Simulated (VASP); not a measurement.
# Sc (I4/mmm) in VASP: electric field gradients with PBE

Aim: the electric field gradients of Sc with PBE.

Everything below comes from runs of VASP 6.6.1. Logs are shortened: lines on timing, memory, paths and dates and some standing lists are left out, and cuts for length are marked.

## (1) The cell of the first run

Symmetry: I4/mmm, No. 139, tetragonal system. The conventional cell has a = 3.227 Å, b = 3.227 Å, c = 4.496 Å, α = 90.00°, β = 90.00°, γ = 90.00°. Sc (site symmetry 4/mmm) has 12 Sc at 3.20 to 3.23 Å within 4.2 Å.

## (2) Electric field gradients, PBE

INCAR reads:

```
SYSTEM = Sc
PREC = Accurate
ENCUT = 520
EDIFF = 1E-8
ISMEAR = -1
SIGMA = 0.03
LREAL = .False.
LASPH = .True.
NELM = 100
ALGO = Normal
ISIF = 2
LWAVE = .False.
LCHARG = .False.
GGA = PE
LEFG = .True.
ISYM = 0
NBANDS = 12
```

KPOINTS reads:

```
Automatic mesh
0
Gamma
  12 12 12
  0 0 0
```

POSCAR reads:

```
Sc
1.0
    0.0000000000      2.2819383596      2.2477950000
    2.2819383596      0.0000000000      2.2477950000
    2.2819383596      2.2819383596      0.0000000000
Sc
1
Direct
    0.0000000000      0.0000000000      0.0000000000
```

Potentials or basis: VASP PAW PBE potentials, release 64 (Sc_sv).

The run is started by

```bash
$ cat potpaw_PBE.64/Sc_sv/POTCAR > POTCAR
$ mpirun -np 1 vasp_std > vasp.out
```

OUTCAR:

```text
SYSTEM = Sc
   PREC = Accurate
   ENCUT = 520
   EDIFF = 1E-8
   ISMEAR = -1
   LREAL = .False.
   LASPH = .True.
   NELM = 100
   ISIF = 2
   GGA = PE
   ISYM = 0

 ion  position               nearest neighbor table
   1  0.000  0.000  0.000-

IMPORTANT INFORMATION: All symmetrisations will be switched off!
NOSYMM: (Re-)initialisation of all symmetry stuff for point group C_1.

----------------------------------------------------------------------------------------

                                     Primitive cell

  volume of cell :      23.4096

  direct lattice vectors                    reciprocal lattice vectors
     0.000000000  2.281938360  2.247795000    -0.219111966  0.219111966  0.222440214
     2.281938360  0.000000000  2.247795000     0.219111966 -0.219111966  0.222440214
     2.281938360  2.281938360  0.000000000     0.219111966  0.219111966 -0.222440214

  length of vectors
     3.203096165  3.203096165  3.227148177     0.381444302  0.381444302  0.381444302

  position of ions in fractional coordinates (direct lattice)
     0.000000000  0.000000000  0.000000000

  ion indices of the primitive-cell ions
   primitive index   ion index
                 1           1

----------------------------------------------------------------------------------------

 KPOINTS: Automatic mesh

Automatic generation of k-mesh.
 Grid dimensions read from file:
 generate k-points for:   12   12   12

 Generating k-lattice:

  Cartesian coordinates                     Fractional coordinates (reciprocal lattice)
    -0.018259330  0.018259330  0.018536684     0.083333333  0.000000000  0.000000000
     0.018259330 -0.018259330  0.018536684     0.000000000  0.083333333  0.000000000
     0.018259330  0.018259330 -0.018536684     0.000000000  0.000000000  0.083333333

  Length of vectors
     0.031787025  0.031787025  0.031787025

  Shift w.r.t. Gamma in fractional coordinates (k-lattice)
     0.000000000  0.000000000  0.000000000

 Subroutine IBZKPT returns following result:
 ===========================================

 Found    868 irreducible k-points:

 Following reciprocal coordinates:
            Coordinates               Weight
  0.000000  0.000000  0.000000      1.000000
  0.083333  0.000000  0.000000      2.000000
  0.000000  0.000000 -0.083333      2.000000
  0.000000  0.083333  0.000000      2.000000
  0.083333  0.083333  0.083333      2.000000
  0.166667  0.000000  0.000000      2.000000
[... 16 lines left out ...]
 -0.000000 -0.000000  0.500000      1.000000
  0.000000  0.500000  0.000000      1.000000
 [... further k-points ...]
   k-points           NKPTS =    868   k-points in BZ     NKDIM =    868   number of bands    NBANDS=     12
   number of dos      NEDOS =    301   number of ions     NIONS =      1
   total plane-waves  NPLWV =  13824
   dimension x,y,z NGX =    24 NGY =   24 NGZ =   24
   dimension x,y,z NGXF=    48 NGYF=   48 NGZF=   48
   ions per type =               1
   NGX,Y,Z   is equivalent  to a cutoff of  12.46, 12.46, 12.36 a.u.
   NGXF,Y,Z  is equivalent  to a cutoff of  24.91, 24.91, 24.73 a.u.
 SYSTEM =  Sc
   PREC   = accura    normal or accurate (medium, high low for compatibility)
   ISTART =      0    job   : 0-new  1-cont  2-samecut
   ICHARG =      2    charge: 1-file 2-atom 10-const
   ISPIN  =      1    spin polarized calculation?
   LNONCOLLINEAR =      F non collinear calculations
   LSORBIT =      F    spin-orbit coupling
   LASPH  =      T    aspherical Exc in radial PAW
   ENCUT  =  520.0 eV  38.22 Ry    6.18 a.u.   5.96  5.96  6.00*2*pi/ulx,y,z
   NELM   =    100;   NELMIN=  2; NELMDL= -5     # of ELM steps
   EDIFF  = 0.1E-07   stopping-criterion for ELM
   LREAL  =      F    real-space projection
   EDIFFG = 0.1E-06   stopping-criterion for IOM
   NSW    =      0    number of steps for IOM
   IBRION =     -1    ionic relax: 0-MD 1-quasi-New 2-CG
   NFREE  =      0    steps in history (QN), initial steepest desc. (CG)
   ISIF   =      2    stress and relaxation
   ISYM   =      0    0-nonsym 1-usesym 2-fastsym
   POTIM  = 0.5000    time-step for ionic-motion
   TEBEG  =    0.0;   TEEND  =   0.0 temperature during run
   PSTRESS=    0.0 pullay stress
   NELECT =      11.0000    total number of electrons
   NUPDOWN=      -1.0000    fix difference up-down
   EMIN   =  10.00;   EMAX   =-10.00  energy-range for DOS
   EFERMI =   0.00;   METHOD = LEGACY
   ISMEAR =    -1;   SIGMA  =   0.03  broadening in eV -4-tet -1-fermi 0-gaus
   EFERMI_NEDOS =   21; number of points for ismear=-14 and -15
   IALGO  =     38    algorithm
   IMIX   =      4    mixing-type and parameters
     AMIX     =   0.40;   BMIX     =  1.00
     AMIX_MAG =   1.60;   BMIX_MAG =  1.00
  volume/ion in A,a.u.               =      23.41       157.98
  Fermi-wavevector in a.u.,A,eV,Ry     =   1.272744  2.405136 22.039751  1.619876
  Thomas-Fermi vector in A             =   2.405605
   LORBIT       =      0    0 simple, 1 ext, 2 COOP (PROOUT), +10 PAW based schemes
   GGA     = PE    functional components
   LHFCALC =     F    Hartree Fock is set to
   AEXX    =    0.0000 exact exchange contribution
   IVDW    =     0    specifies the selected vdW correction
   LEPSILON=     F    determine dielectric tensor
   LRPA    =     F    only Hartree local field effects (RPA)
 non-spin polarized calculation
  energy-cutoff  :      520.00
  volume of cell :       23.41
 maximum number of plane-waves:       642
   NGX = 11   NGY = 11   NGZ = 13

 number of electron      10.9999997 magnetization

 Free energy of the ion-electron system (eV)
  ---------------------------------------------------
  ext. energy  EPLUGINS =         0.00000000
  ---------------------------------------------------
  free energy    TOTEN  =        -6.19255678 eV

  energy without entropy =       -6.18761462  energy(sigma->0) =       -6.19008570

 E-fermi :   4.0517     XC(G=0): -10.0834

 val. band max:        4.0395793470   @ k =   0.4167  -0.4167   0.5000
 cond. band min:       4.0575771519   @ k =   0.3333   0.5000   0.1667
 fundamental gap:      0.0179978049
 Fermi energy:         4.0516718728

 k-point     1 :       0.0000    0.0000    0.0000
  band No.  band energies     occupation
      1     -45.2536      2.00000
      2     -23.6387      2.00000
      3     -23.6387      2.00000
      4     -23.6383      2.00000
      5      -1.2362      2.00000
      6       5.6670      0.00000
      7       5.6670      0.00000
      8       5.7660      0.00000
      9       7.1131      0.00000
     10       7.2311      0.00000
     11      16.8399      0.00000
     12      20.3517      0.00000

 k-point     2 :       0.0833    0.0000    0.0000
  band No.  band energies     occupation
      1     -45.2487      2.00000
      2     -23.6711      2.00000
      3     -23.6431      2.00000
      4     -23.6422      2.00000
      5      -1.0521      2.00000
      6       5.5544      0.00000
      7       5.7345      0.00000
      8       5.8086      0.00000
      9       7.0686      0.00000
     10       7.1797      0.00000
     11      17.0121      0.00000
     12      19.1099      0.00000

 k-point     3 :       0.0000    0.0000   -0.0833
  band No.  band energies     occupation
      1     -45.2487      2.00000
      2     -23.6711      2.00000
      3     -23.6431      2.00000
      4     -23.6422      2.00000
      5      -1.0521      2.00000
      6       5.5544      0.00000
      7       5.7345      0.00000
      8       5.8086      0.00000
      9       7.0686      0.00000
     10       7.1797      0.00000
     11      17.0121      0.00000
     12      19.1099      0.00000
[... 286 lines left out ...]
 k-point    23 :      -0.0000   -0.0000    0.5000
  band No.  band energies     occupation
      1     -45.1797      2.00000
      2     -24.1084      2.00000
      3     -23.7045      2.00000
      4     -23.6946      2.00000
      5       2.2256      2.00000
      6       4.3760      0.00004
      7       5.5211      0.00000
      8       5.6376      0.00000
      9       8.1031      0.00000
     10       8.1536      0.00000
     11      11.2438      0.00000
     12      16.1833      0.00000

 k-point    24 :       0.0000    0.5000    0.0000
  band No.  band energies     occupation
      1     -45.1797      2.00000
      2     -24.1084      2.00000
      3     -23.7045      2.00000
      4     -23.6946      2.00000
      5       2.2256      2.00000
      6       4.3760      0.00004
      7       5.5211      0.00000
      8       5.6376      0.00000
      9       8.1031      0.00000
     10       8.1536      0.00000
     11      11.2438      0.00000
     12      16.1833      0.00000

 [... further k-points ...]
[... 5 lines left out ...]
  --------------------------------------------------------------------------------------
  -------------------------------------------------------------------------------------
  Total        0.4119671      0.4119671      0.4807606      0.0000020      0.0000015      0.0000014
  in kB       28.1954214     28.1954238     32.9037178      0.0001358      0.0001022      0.0000934
  external PRESSURE =      29.7648543 kB  Pullay stress =       0.0000000 kB

 VOLUME and BASIS-vectors are now :
 -----------------------------------------------------------------------------
  energy-cutoff  :      520.00
  volume of cell :       23.41
      direct lattice vectors                 reciprocal lattice vectors
     0.000000000  2.281938360  2.247795000    -0.219111966  0.219111966  0.222440214
     2.281938360  0.000000000  2.247795000     0.219111966 -0.219111966  0.222440214
     2.281938360  2.281938360  0.000000000     0.219111966  0.219111966 -0.222440214

 POSITION                                       TOTAL-FORCE (eV/Angst)
 -----------------------------------------------------------------------------------
      0.00000      0.00000      0.00000        -0.000004     -0.000001      0.000001
 -----------------------------------------------------------------------------------
    total drift:                               -0.000004     -0.000001      0.000001

  FREE ENERGIE OF THE ION-ELECTRON SYSTEM (eV)
  ---------------------------------------------------
  free  energy   TOTEN  =        -6.1925567812 eV

  energy  without entropy=       -6.1876146189  energy(sigma->0) =       -6.19008570

 Electric field gradients (V/A^2)
---------------------------------------------------------------------
 ion       V_xx      V_yy      V_zz      V_xy      V_xz      V_yz
---------------------------------------------------------------------
   1      -0.270    -0.270     0.540    -0.000     0.000     0.000
---------------------------------------------------------------------

 Electric field gradients after diagonalization (V/A^2)
 (convention: |V_zz| > |V_xx| > |V_yy|)
----------------------------------------------------------------------
 ion       V_xx      V_yy      V_zz     asymmetry (V_yy - V_xx)/ V_zz
----------------------------------------------------------------------
   1      -0.270    -0.270     0.540       0.000
----------------------------------------------------------------------

           NMR quadrupolar parameters

 Cq : quadrupolar parameter    Cq=e*Q*V_zz/h
 eta: asymmetry parameters     (V_yy - V_xx)/ V_zz
 Q  : nuclear electric quadrupole moment in mb (millibarn)
----------------------------------------------------------------------
 ion       Cq(MHz)       eta       Q (mb)
----------------------------------------------------------------------
   1       0.001       0.000       1.000
----------------------------------------------------------------------
```

Wall time 1.9 min (1 thread of Intel Xeon Platinum 8259CL at 2.50GHz (Skylake/Cascade Lake), shared host); peak memory 0.33 GiB.

Results:

- Free energy: -6.1926 eV
- Pressure: 3.0 GPa
- Band gap on the k mesh: zero (an odd number of electrons rules out a gap without spin polarisation)
- Largest electric field gradient by atom: Sc +0.5 V/Å²

Stress tensor (GPa, compression positive):
```
2.82 0.00 0.00
0.00 2.82 0.00
0.00 0.00 3.29
```

Electric field gradients, principal values (V/Å²):
| atom | least | middle | greatest (by size) |
| --- | --- | --- | --- |
| 1 Sc | -0.270 | -0.270 | 0.540 |

Caveat: without QUAD_EFG the Cq values of the log hold for a quadrupole moment of 1 mb, not for the nuclei.
